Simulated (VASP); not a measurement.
Here is a VASP 6.6.1 calculation.

Contents of INCAR:

```
SYSTEM = Al
ALGO = Normal
EDIFF = 1E-7
ENCUT = 520
GGA = RE
ISIF = 2
ISMEAR = -1
LASPH = .TRUE.
LCHARG = .FALSE.
LREAL = .FALSE.
LWAVE = .FALSE.
NBANDS = 12
NELM = 80
PREC = Accurate
SIGMA = 0.1
```

File KPOINTS:

```
k-points
0
G
  9 9 12
  0 0 0
```

Contents of POSCAR:

```
Al
1.0
    4.4129242302      0.0000000000      0.0000000000
   -2.2064621151      3.8217044883      0.0000000000
    0.0000000000      0.0000000000      2.7313802145
Al
3
Direct
    0.0000000000      0.0000000000      0.0000000000
    0.3333333333      0.6666666667      0.5000000000
    0.6666666667      0.3333333333      0.5000000000
```

Potentials or basis: VASP PAW PBE potentials, release 64 (Al).

The run is started by

```bash
$ cat potpaw_PBE.64/Al/POTCAR > POTCAR
$ mpirun -np 1 vasp_std > vasp.out
```

(1) Predict the pressure.

(2) What does it give for the band gap on the k mesh?

Results:

(1) 11.1 GPa.

(2) zero (an odd number of electrons rules out a gap without spin polarisation).

Caveat: the cell stands under pressure; the PAW data sets were made with another functional, which shifts forces and pressure a little.
